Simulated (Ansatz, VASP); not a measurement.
## Pb in VASP and in Ansatz

File INCAR:

```
SYSTEM = Pb
PREC = Accurate ; ENCUT = 520
EDIFF = 1E-7 ; ISMEAR = 0
SIGMA = 0.15 ; LREAL = .False.
LASPH = .True. ; NELM = 60
ALGO = Fast ; ISIF = 2
LWAVE = .False. ; LCHARG = .True.
GGA = PS ; LELF = .True.
LVHAR = .True. ; NBANDS = 13
```

File KPOINTS:

```
regular mesh
0
Gamma
  16 16 16
  0 0 0
```

The input POSCAR:

```
Pb
1.0
    0.0000000000      2.4698000000      2.4698000000
    2.5809410000      0.0000000000      2.4698000000
    2.5809410000      2.4698000000      0.0000000000
Pb
1
Direct
    0.0000000000      0.0000000000      0.0000000000
```

Input for Ansatz:

```yaml
crystal:
  lattice:
    - [0.0, 2.4698, 2.4698]
    - [2.580941, 0.0, 2.4698]
    - [2.580941, 2.4698, 0.0]
  atoms:
    - { symbol: Pb, position: [0.0, 0.0, 0.0] }
basis:
  ecutwfc: 420
kpoints:
  mp_grid: { grid: [16, 16, 16] }
hamiltonian:
  xc: pbesol
scf:
  occupations: { method: gaussian, width: 0.15 }
output:
  forces: true
  stress: true
  eigenvalues: true
```

Change from the starting cell: strain +0.0450 x Voigt [1, 0, 0, 0, 0, 0], atoms carried along.

Alike in both runs: task single point; functional PBEsol; k mesh 16 × 16 × 16; occupations gaussian, width 0.15 eV; no spin polarisation.

|  | VASP | Ansatz |
| --- | --- | --- |
| version | VASP 6.6.1 | Ansatz 0.2.0 |
| potentials or method | VASP PAW PBE potentials, release 64 (Pb_d), cutoff 520 eV | scalar-relativistic, plane waves, PAW |
| valence electrons in the cell | 14 | 14 |

Ansatz gave:

| Item | Value |
| --- | --- |
| gap on the k mesh at the Fermi level (eV) | none |
| pressure (GPa) | -2.1 |
| traceless stress, the component that is largest in VASP (GPa) | -0.42 |

Question: Which values does VASP return?

Answer: gap on the k mesh at the Fermi level (eV): none; pressure (GPa): -2.1; traceless stress, the component that is largest in VASP (GPa): -0.41.

VASP's potentials were made for PBE, not for PBEsol. A gap of «none» marks a metal or a gap that the smearing closes.

Spin-orbit coupling is off throughout.
